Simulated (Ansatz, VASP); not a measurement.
## Two plane-wave programs on Hf

```xyz
1
Lattice="-1.8050 1.8050 1.8050 1.8050 -1.8050 1.8050 1.8050 1.8050 -1.8050" Properties=species:S:1:pos:R:3 pbc="T T T"
Hf    0.0000    0.0000    0.0000
```

Alike in both runs: task relaxation of cell and atoms; functional r2SCAN; k mesh 16 × 16 × 16; occupations gaussian, width 0.1 eV; no spin polarisation.

```csv
,VASP,Ansatz
version,VASP 6.6.1,Ansatz 0.2.0
potentials or method,"VASP PAW PBE potentials, release 64 (Hf_pv), cutoff 600 eV","scalar-relativistic, plane waves, PAW"
valence electrons in the cell,10,26
```

Ansatz gave:

```
gap on the k mesh at the Fermi level, each at its own relaxed structure (eV) : none
relaxed volume (Å³/atom)                                                     : 22.14
relaxed length of the cell vector where the two differ most in proportion (Å)              : 3.064
```

Problem. Estimate VASP's values.

Solution. gap on the k mesh at the Fermi level, each at its own relaxed structure (eV): none; relaxed volume (Å³/atom): 22.06; relaxed length of the cell vector where the two differ most in proportion (Å): 3.060.

VASP's potentials were made for PBE, not for r2SCAN. A gap of «none» marks a metal or a gap that the smearing closes. VASP's potentials hold 10 valence electrons a cell and Ansatz's 26, so a difference there can come from the potentials and not from the codes.

Spin-orbit coupling is off throughout.
